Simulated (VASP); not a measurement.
Set up this calculation in VASP 6.6.1, as the native input.

```
Task                    : density of states
Functional              : LDA
Potentials or basis     : VASP PAW LDA potentials, release 64 (Sb)
Cutoff                  : 520 eV
k mesh                  : 14 × 14 × 14
Occupations             : fermi-dirac, width 0.08 eV
Spin                    : no spin polarisation
Dipole correction       : no
k mesh for the DOS      : 21 × 21 × 21
Occupations for the DOS : tetrahedron
Further INCAR settings  : ALGO = Normal; EDIFF = 1e-06
```

Sb:

```
Sb
1.0
    -1.85347    1.85347    1.85347
     1.85347   -1.85347    1.85347
     1.85347    1.85347   -1.85347
Sb
1
Direct
  0.00000 0.00000 0.00000
```

These files were run (other wordings do the same):

POSCAR

```
Sb
1.0
   -1.8534653190      1.8534653190      1.8534653190
    1.8534653190     -1.8534653190      1.8534653190
    1.8534653190      1.8534653190     -1.8534653190
Sb
1
Direct
    0.0000000000      0.0000000000      0.0000000000
```

INCAR.step1

```
SYSTEM = Sb
PREC = Accurate
ENCUT = 520
EDIFF = 1E-6
ISMEAR = -1
SIGMA = 0.08
LREAL = .FALSE.
LASPH = .TRUE.
NELM = 60
ALGO = Normal
ISIF = 2
LWAVE = .FALSE.
LCHARG = .TRUE.
GGA = CA
NBANDS = 8
```

KPOINTS.step1

```
regular mesh
0
G
  14 14 14
  0 0 0
```

INCAR.step2

```
SYSTEM = Sb
PREC = Accurate
ENCUT = 520
EDIFF = 1E-6
ISMEAR = -5
SIGMA = 0.08
LREAL = .FALSE.
LASPH = .TRUE.
NELM = 60
ALGO = Normal
ISIF = 2
LWAVE = .FALSE.
LCHARG = .FALSE.
GGA = CA
LORBIT = 11
NEDOS = 1001
ICHARG = 11
```

KPOINTS.step2

```
regular mesh
0
G
  21 21 21
  0 0 0
```

Potentials or basis: VASP PAW LDA potentials, release 64 (Sb).

Launch:

```sh
$ cat potpaw_LDA.64/Sb/POTCAR > POTCAR
$ cp INCAR.step1 INCAR
$ cp KPOINTS.step1 KPOINTS
$ mpirun -np 1 vasp_std > vasp.out
$ cp INCAR.step2 INCAR
$ cp KPOINTS.step2 KPOINTS
$ mpirun -np 1 vasp_std > vasp.out
```

It gave:

```
Valence electrons inside the program's atomic spheres : Sb 2.39
```

Caveat: spin-orbit coupling is left out, which moves the levels of the heavy elements.

Run time: 19 s on 1 thread of Intel(R) Xeon(R) Platinum 8559C (Emerald Rapids) (shared host), peak memory 0.17 GiB.
